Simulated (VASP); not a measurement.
AlN:

```xyz
2
Lattice="0.0000 2.2127 2.2127 2.2127 0.0000 2.2127 2.2127 2.2127 0.0000" Properties=species:S:1:pos:R:3 pbc="T T T"
Al    0.0000    0.0000    0.0000
N     1.1064    1.1064    1.1064
```

Base run:

- Program: VASP 6.6.1
- Functional: revPBE
- Dispersion: D4
- Potentials or basis: VASP PAW PBE potentials, release 64 (Al, N)
- Cutoff: 600 eV
- k mesh: 10 × 10 × 10
- Occupations: fermi-dirac, width 0.05 eV
- Spin: no spin polarisation

Its results: band gap on the k mesh 3.33 eV, indirect (least direct gap 3.88 eV); pressure -10.2 GPa.

Question: After a change of settings the same cell gave: band gap on the k mesh 3.17 eV, indirect (least direct gap 3.79 eV); pressure -8.6 GPa. Which change was it?
A. dispersion from D4 to none; cutoff from 600 eV to 520 eV
B. functional from revPBE to BLYP; dispersion from D4 to none; cutoff from 600 eV to 520 eV
C. functional from revPBE to r2SCAN; dispersion from D4 to D3(BJ); cutoff from 600 eV to 520 eV
D. functional from revPBE to PBEsol; cutoff from 600 eV to 520 eV

Answer: D.

Caveats: the PAW data sets were made with another functional, which shifts forces and pressure a little.
